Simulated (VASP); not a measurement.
Li2Se:

```
CELL_PARAMETERS angstrom
0.00000 2.99350 2.99350
2.99350 0.00000 2.99350
2.99350 2.99350 0.00000
ATOMIC_POSITIONS crystal
Li 0.75000 0.75000 0.75000
Li 0.25000 0.25000 0.25000
Se 0.00000 0.00000 0.00000
```

Base run:

```yaml
Program: VASP 6.6.1
Functional: HSE06
Potentials_or_basis: VASP PAW PBE potentials, release 64 (Li_sv, Se)
Cutoff: 650 eV
k_mesh: 6 × 6 × 6
Occupations: gaussian, width 0.01 eV
Spin: no spin polarisation
```

Its results: band gap on the k mesh 3.83 eV (least direct gap 4.39 eV); pressure -0.5 GPa.

Problem. After a change of settings the same cell gave: band gap on the k mesh 3.46 eV (least direct gap 4.18 eV); pressure -0.2 GPa. Which change was it?
A. functional from HSE06 to r2SCAN; cutoff from 650 eV to 830 eV
B. functional from HSE06 to PBE; cutoff from 650 eV to 750 eV
C. functional from HSE06 to PBE; cutoff from 650 eV to 750 eV; k mesh from 6 × 6 × 6 to 8 × 8 × 8

Solution. A.

Caveats: the PAW data sets were made with another functional, which shifts forces and pressure a little.
